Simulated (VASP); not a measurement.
# HfB (Fm-3m) in VASP: a series of runs, part 2 of 2

VASP 6.6.1.

### Step 3. Single point, PBEsol

This run uses another cell than the first one, of 12.48 Å³/atom, 1.038 times its volume.

Input file INCAR:

```
SYSTEM = HfB
  PREC = Accurate
  ENCUT = 520
  EDIFF = 1E-7
  ISMEAR = -1
  SIGMA = 0.05
  LREAL = .FALSE.
  LASPH = .TRUE.
  NELM = 60
  ALGO = Normal
  ISIF = 2
  LWAVE = .FALSE.
  LCHARG = .TRUE.
  GGA = PS
  LELF = .TRUE.
  LVHAR = .TRUE.
  NBANDS = 14
```

Input file KPOINTS:

```
Automatic mesh
0
G
  10 10 10
  0 0 0
```

Input file POSCAR:

```
HfB
1.0
    0.0000000000      2.3198354174      2.3198354174
    2.3198354174      0.0000000000      2.3198354174
    2.3198354174      2.3198354174      0.0000000000
Hf B
1 1
Direct
    0.5000000000      0.5000000000      0.5000000000
    0.0000000000      0.0000000000      0.0000000000
```

Potentials or basis: VASP PAW PBE potentials, release 64 (Hf_pv, B).

Started as:

```bash
> cat potpaw_PBE.64/Hf_pv/POTCAR potpaw_PBE.64/B/POTCAR > POTCAR
> mpirun -np 1 vasp_std > vasp.out
```

OUTCAR:

```text
SYSTEM = HfB
   PREC = Accurate
   ENCUT = 520
   EDIFF = 1E-7
   ISMEAR = -1
   LREAL = .FALSE.
   LASPH = .TRUE.
   NELM = 60
   ISIF = 2
   GGA = PS

 ion  position               nearest neighbor table
   1  0.500  0.500  0.500-   2 2.32   2 2.32   2 2.32   2 2.32   2 2.32   2 2.32
   2  0.000  0.000  0.000-   1 2.32   1 2.32   1 2.32   1 2.32   1 2.32   1 2.32

  LATTYP: Found a face centered cubic cell.
 ALAT       =     4.6396708348

  Lattice vectors:

 A1 = (   0.0000000000,   2.3198354174,   2.3198354174)
 A2 = (   2.3198354174,   0.0000000000,   2.3198354174)
 A3 = (   2.3198354174,   2.3198354174,   0.0000000000)

Analysis of symmetry for initial positions (statically):
=====================================================================
 Subroutine PRICEL returns:
 Original cell was already a primitive cell.

 Routine SETGRP: Setting up the symmetry group for a
 face centered cubic supercell.

 Subroutine GETGRP returns: Found 48 space group operations
 (whereof 48 operations were pure point group operations)
 out of a pool of 48 trial point group operations.

The static configuration has the point symmetry O_h .

Analysis of symmetry for dynamics (positions and initial velocities):
=====================================================================
 Subroutine PRICEL returns:
 Original cell was already a primitive cell.

 Routine SETGRP: Setting up the symmetry group for a
 face centered cubic supercell.

 Subroutine GETGRP returns: Found 48 space group operations
 (whereof 48 operations were pure point group operations)
 out of a pool of 48 trial point group operations.

The dynamic configuration has the point symmetry O_h .

 Subroutine INISYM returns: Found 48 space group operations
 (whereof 48 operations are pure point group operations),
 and found     1 'primitive' translations

----------------------------------------------------------------------------------------
[... 116 lines left out ...]
  Thomas-Fermi vector in A             =   2.447081
   LORBIT       =      0    0 simple, 1 ext, 2 COOP (PROOUT), +10 PAW based schemes
   GGA     = PS    functional components
   LHFCALC =     F    Hartree Fock is set to
   AEXX    =    0.0000 exact exchange contribution
   IVDW    =     0    specifies the selected vdW correction
   LEPSILON=     F    determine dielectric tensor
   LRPA    =     F    only Hartree local field effects (RPA)
 non-spin polarized calculation
  energy-cutoff  :      520.00
  volume of cell :       24.97
 maximum number of plane-waves:       692
   NGX = 13   NGY = 13   NGZ = 13

 number of electron      13.0000001 magnetization

 Free energy of the ion-electron system (eV)
  ---------------------------------------------------
  ext. energy  EPLUGINS =         0.00000000
  ---------------------------------------------------
  free energy    TOTEN  =       -18.25069144 eV

  energy without entropy =      -18.23944347  energy(sigma->0) =      -18.24506745

 E-fermi :   4.8909     XC(G=0): -12.3428

 val. band max:        4.8622084504   @ k =  -0.2000   0.1000   0.0000
 cond. band min:       4.9075994356   @ k =   0.5000   0.3000   0.1000
 fundamental gap:      0.0453909853
 Fermi energy:         4.8909350752

 k-point     1 :       0.0000    0.0000    0.0000
  band No.  band energies     occupation
      1     -23.3979      2.00000
      2     -23.3979      2.00000
      3     -23.3979      2.00000
      4      -4.6103      2.00000
      5       7.0571      0.00000
      6       7.0571      0.00000
      7       7.0571      0.00000
      8       8.8694      0.00000
      9       8.8694      0.00000
     10       8.8694      0.00000
     11       9.0659      0.00000
     12       9.0659      0.00000
     13      16.5213      0.00000
     14      17.7583      0.00000
[... 377 lines left out ...]
      1     -23.9229      2.00000
      2     -23.6113      2.00000
      3     -23.5892      2.00000
      4      -1.6640      2.00000
      5       2.7625      2.00000
      6       4.1227      2.00000
      7       6.2529      0.00000
      8       7.0574      0.00000
      9      11.1669      0.00000
     10      12.7690      0.00000
     11      13.0522      0.00000
     12      17.1854      0.00000
     13      17.6307      0.00000
     14      20.0616      0.00000

 [... further k-points ...]
[... 5 lines left out ...]
  --------------------------------------------------------------------------------------
  -------------------------------------------------------------------------------------
  Total        3.2656535      3.2656535      3.2656535      0.0000000      0.0000000     -0.0000000
  in kB      209.5459008    209.5459008    209.5459008      0.0000000      0.0000000     -0.0000000
  external PRESSURE =     209.5459008 kB  Pullay stress =       0.0000000 kB

 VOLUME and BASIS-vectors are now :
 -----------------------------------------------------------------------------
  energy-cutoff  :      520.00
  volume of cell :       24.97
      direct lattice vectors                 reciprocal lattice vectors
     0.000000000  2.319835417  2.319835417    -0.215532531  0.215532531  0.215532531
     2.319835417  0.000000000  2.319835417     0.215532531 -0.215532531  0.215532531
     2.319835417  2.319835417  0.000000000     0.215532531  0.215532531 -0.215532531

 POSITION                                       TOTAL-FORCE (eV/Angst)
 -----------------------------------------------------------------------------------
      2.31984      2.31984      2.31984         0.000000     -0.000000     -0.000000
      0.00000      0.00000      0.00000         0.000000      0.000000      0.000000
 -----------------------------------------------------------------------------------
    total drift:                               -0.000000     -0.000000      0.000000

  FREE ENERGIE OF THE ION-ELECTRON SYSTEM (eV)
  ---------------------------------------------------
  free  energy   TOTEN  =       -18.2506914364 eV

  energy  without entropy=      -18.2394434685  energy(sigma->0) =      -18.24506745
```

It took 8.8 s on 1 thread of Intel Xeon Platinum 8259CL at 2.50GHz (Skylake/Cascade Lake), shared host; peak memory 0.15 GiB.

What came out:

| Item | Value |
| --- | --- |
| Free energy | -18.2507 eV |
| Pressure | 21.0 GPa |

Levels at points of the mesh, in eV from the Fermi level:
```
           k point  band 4  band 5  band 6  band 7  band 8  band 9  band 10  band 11
(0.00, 0.00, 0.00)   -9.50    2.17    2.17    2.17    3.98    3.98     3.98     4.17
(0.50, 0.00, 0.00)   -4.98   -4.02   -1.33   -1.33    6.45    6.45     7.48     8.41
(0.50, 0.50, 0.00)   -6.64   -1.09   -0.91    2.38    2.38    6.18     7.80     7.80
```

Caveat: the PAW data sets were made with another functional, which shifts forces and pressure a little; spin-orbit coupling is left out, which moves the levels of the heavy elements.
